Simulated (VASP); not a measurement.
Input of a VASP 6.6.1 run:

The input INCAR:

```
SYSTEM = I
  PREC = Accurate
  ENCUT = 400
  EDIFF = 1E-8
  ISMEAR = -1
  SIGMA = 0.05
  LREAL = .FALSE.
  LASPH = .TRUE.
  NELM = 120
  ALGO = Normal
  ISIF = 2
  LWAVE = .FALSE.
  LCHARG = .FALSE.
  LEFG = .TRUE.
  ISYM = -1
  NBANDS = 14
  GGA_COMPAT = .FALSE.
```

The input KPOINTS:

```
explicit points
256
Reciprocal
  0.06250000   0.06250000   0.06250000 2
  0.06250000   0.06250000   0.18750000 2
  0.06250000   0.06250000   0.31250000 2
  0.06250000   0.06250000   0.43750000 2
  0.06250000   0.06250000   0.56250000 2
  0.06250000   0.06250000   0.68750000 2
[... 248 lines left out ...]
  0.43750000   0.93750000   0.81250000 2
  0.43750000   0.93750000   0.93750000 2
```

POSCAR

```
I
1.0
    0.0000000000      3.4897660234      3.4897660234
    3.4897660234      0.0000000000      3.4897660234
    3.4897660234      3.4897660234      0.0000000000
I
2
Direct
   -0.1250000000     -0.1250000000     -0.1250000000
    0.1250000000      0.1250000000      0.1250000000
```

Potentials or basis: VASP PAW LDA potentials, release 64 (I).

The run is started by

```bash
$ cat potpaw_LDA.64/I/POTCAR > POTCAR
$ mpirun -np 1 vasp_std > vasp.out
```

Problem. What does it give for the band gap on the k mesh?

Solution. Zero (bands 7 and 8 overlap by 2.26 eV).

Problem. Estimate the pressure.

Solution. 6.5 GPa.

Electric field gradients, principal values (V/Å²):
```
atom  least  middle  greatest (by size)
 1 I  1.265   1.266              -2.531
 2 I  1.265   1.265              -2.531
```

Caveat: the cell stands under pressure; without QUAD_EFG the Cq values of the log hold for a quadrupole moment of 1 mb, not for the nuclei; spin-orbit coupling is left out, which moves the levels of the heavy elements.
